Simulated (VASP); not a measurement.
Input of a VASP 6.6.1 run:

The input INCAR:

```
SYSTEM = CoSi
PREC     = Accurate       ! precision mode
ENCUT    = 690            ! plane-wave cutoff, eV
EDIFF    = 1E-6           ! SCF threshold, eV
ISMEAR   = -1             ! smearing method
SIGMA    = 0.05           ! smearing width, eV
LREAL    = .False.        ! projectors in reciprocal space
LASPH    = .True.         ! aspherical terms in the spheres
NELM     = 120            ! most SCF steps
ALGO     = Normal         ! electronic algorithm
ISIF     = 2              ! what is computed and relaxed
LWAVE    = .False.        ! write WAVECAR
LCHARG   = .False.        ! write CHGCAR
GGA      = PE             ! functional
NBANDS   = 18             ! bands
GGA_COMPAT= .False.
```

File KPOINTS:

```
regular mesh
0
Gamma
  16 16 14
  0 0 0
```

File POSCAR:

```
CoSi
1.0
    2.3671075272      0.0000000000      0.0000000000
   -1.1835537636      2.0499752521      0.0000000000
    0.0000000000      0.0000000000      3.2958588626
Co Si
1 1
Direct
    0.0000000000      0.0000000000      0.0000000000
    0.3333333333      0.6666666667      0.5000000000
```

Potentials or basis: VASP PAW PBE potentials, release 64 (Co_sv, Si).

Launch:

```sh
$ cat potpaw_PBE.64/Co_sv/POTCAR potpaw_PBE.64/Si/POTCAR > POTCAR
$ mpirun -np 1 vasp_std > vasp.out
```

Task: What does it give for the pressure?

Result: 142.4 GPa.

Task: Predict the band gap on the k mesh.

Result: Zero (an odd number of electrons rules out a gap without spin polarisation).

Stress tensor (GPa, compression positive):
```
142.26   0.00   0.00
  0.00 142.26   0.00
  0.00   0.00 142.73
```

Caveat: the cell stands under pressure; an odd number of electrons without spin polarisation forces a metal; a magnetic or distorted state may lie lower. Spin polarisation is off, so any magnetic state and its effect on volume and gap are missing.
